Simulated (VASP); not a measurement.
Here is a VASP 6.6.1 calculation.

Contents of INCAR:

```
SYSTEM = MgO
ALGO = Normal
EDIFF = 1E-6
ENCUT = 520
GGA = PE
ISIF = 2
ISMEAR = 0
LASPH = .TRUE.
LCHARG = .FALSE.
LREAL = .FALSE.
LWAVE = .FALSE.
NBANDS = 11
NELM = 80
PREC = Accurate
SIGMA = 0.05
```

Contents of KPOINTS:

```
k-points
0
G
  10 10 10
  0 0 0
```

POSCAR

```
MgO
1.0
    0.0000000000      2.1272186771      2.1272186771
    2.1272186771      0.0000000000      2.1272186771
    2.1272186771      2.1272186771      0.0000000000
Mg O
1 1
Direct
   -0.0199592763      0.0199592763      0.0199592763
    0.5303212832      0.4696787168      0.4696787168
```

Potentials or basis: VASP PAW PBE potentials, release 64 (Mg, O).

Command:

```sh
$ cat potpaw_PBE.64/Mg/POTCAR potpaw_PBE.64/O/POTCAR > POTCAR
$ mpirun -np 1 vasp_std > vasp.out
```

Task: Estimate the pressure.

Result: 3.5 GPa.

Task: Predict the largest force.

Result: 1.388 eV/Å.

Task: Estimate the band gap on the k mesh.

Result: 4.43 eV, direct.

Forces on the atoms (eV/Å):
```
Mg  -1.388  0.000  0.000
O    1.388  0.000  0.000
```

Caveat: the cell differs from its parent crystal (mode 4 frozen in at -0.129 Å and mode 5 at -0.000 Å (largest displacements)); forces of over 1 eV/Å act on the atoms, so gaps and moduli don't describe the material at rest.
